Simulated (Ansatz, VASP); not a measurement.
PtS2 in VASP and in Ansatz

Contents of INCAR:

```
PREC = Accurate ; ENCUT = 520
EDIFF = 1E-7 ; ISMEAR = 0
SIGMA = 0.02 ; LREAL = F
LASPH = T ; NELM = 80
ALGO = Normal ; ISIF = 2
LWAVE = F ; LCHARG = F
LDIPOL = T ; IDIPOL = 3
DIPOL = 0.5 0.5 0.500 ; GGA = PE
IVDW = 12 ; NBANDS = 18
```

KPOINTS

```
Automatic mesh
0
Gamma
  9 9 1
```

Contents of POSCAR:

```
PtS2
1.0
    3.5890000000      0.0000000000      0.0000000000
   -1.7945000000      3.1081651742      0.0000000000
    0.0000000000      0.0000000000     30.8254864268
S Pt
2 1
Direct
    0.6666666667      0.3333333333      0.4590111902
    0.3333333333      0.6666666667      0.5409888098
    0.0000000000      0.0000000000      0.5000000000
```

Input for Ansatz:

```yaml
crystal:
  lattice:
    - [3.589, 0.0, 0.0]
    - [-1.7945, 3.1081651742, 0.0]
    - [0.0, 0.0, 30.8254864268]
  atoms:
    - { symbol: S, position: [0.6666666667, 0.3333333333, 0.4590111902] }
    - { symbol: Pt, position: [0.0, 0.0, 0.5] }
    - { symbol: S, position: [0.3333333333, 0.6666666667, 0.5409888098] }
  periodic: [true, true, false]
basis:
  ecutwfc: 420
kpoints:
  mp_grid: { grid: [9, 9, 1] }
hamiltonian:
  xc: pbe
  dispersion: d3bj
scf:
  occupations: { method: gaussian, width: 0.02 }
output:
  forces: true
  stress: true
  eigenvalues: true
```

Alike in both runs: task single point; functional PBE; dispersion D3(BJ); k mesh 9 × 9 × 1; occupations gaussian, width 0.02 eV; no spin polarisation.

|  | VASP | Ansatz |
| --- | --- | --- |
| version | VASP 6.6.1 | Ansatz 0.2.0 |
| potentials or method | VASP PAW PBE potentials, release 64 (S, Pt), cutoff 520 eV | scalar-relativistic, plane waves, PAW |
| valence electrons in the cell | 22 | 30 |

|  | VASP | Ansatz | Ansatz less VASP |
| --- | --- | --- | --- |
| gap on the k mesh at the Fermi level (eV) | 1.76 | 1.76 | -0.001 |
| least direct gap on the mesh (eV) | 1.84 | 1.84 | -0.002 |
| rms of the force components (eV/Å) | 0.288 | 0.272 | -0.0164 |

VASP's potentials hold 22 valence electrons a cell and Ansatz's 30, so a difference there can come from the potentials and not from the codes.

Neither program's run includes spin-orbit coupling.
